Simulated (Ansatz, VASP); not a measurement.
NaCl: VASP beside Ansatz

File INCAR:

```
SYSTEM = NaCl
PREC = Accurate
ENCUT = 520
EDIFF = 1E-7
ISMEAR = 0
SIGMA = 0.05
LREAL = .False.
LASPH = .True.
NELM = 80
ALGO = Normal
ISIF = 2
LWAVE = .False.
LCHARG = .False.
GGA = PE
NBANDS = 14
```

The input KPOINTS:

```
Automatic mesh
0
Gamma
  8 8 8
  0 0 0
```

The input POSCAR:

```
NaCl
1.0
    0.0000000000      2.8479702205      2.8479702205
    2.8479702205      0.0000000000      2.8479702205
    2.8479702205      2.8479702205      0.0000000000
Na Cl
1 1
Direct
    0.0000000000      0.0000000000      0.0000000000
    0.5000000000      0.5000000000      0.5000000000
```

Input for Ansatz:

```yaml
crystal:
  lattice:
    - [0.0, 2.8479702205, 2.8479702205]
    - [2.8479702205, 0.0, 2.8479702205]
    - [2.8479702205, 2.8479702205, 0.0]
  atoms:
    - { symbol: Na, position: [0.0, 0.0, 0.0] }
    - { symbol: Cl, position: [0.5, 0.5, 0.5] }
basis:
  ecutwfc: 420
  ecutrho_ratio: 4
kpoints:
  mp_grid: { grid: [8, 8, 8] }
hamiltonian:
  xc: pbe
scf:
  occupations: { method: gaussian, width: 0.05 }
output:
  forces: true
  stress: true
  eigenvalues: true
```

Alike in both runs: task single point; functional PBE; k mesh 8 × 8 × 8; occupations gaussian, width 0.05 eV; no spin polarisation.

|  | VASP | Ansatz |
| --- | --- | --- |
| version | VASP 6.6.1 | Ansatz 0.2.0 |
| potentials or method | VASP PAW PBE potentials, release 64 (Na_pv, Cl), cutoff 520 eV | scalar-relativistic, plane waves, PAW |
| valence electrons in the cell | 14 | 16 |

```csv
,VASP,Ansatz,Ansatz less VASP
gap on the k mesh at the Fermi level (eV),5.00,5.00,0.000
least direct gap on the mesh (eV),5.00,5.00,0.000
pressure (GPa),0.0,0.0,+0.03
```

VASP's potentials hold 14 valence electrons a cell and Ansatz's 16, so a difference there can come from the potentials and not from the codes.
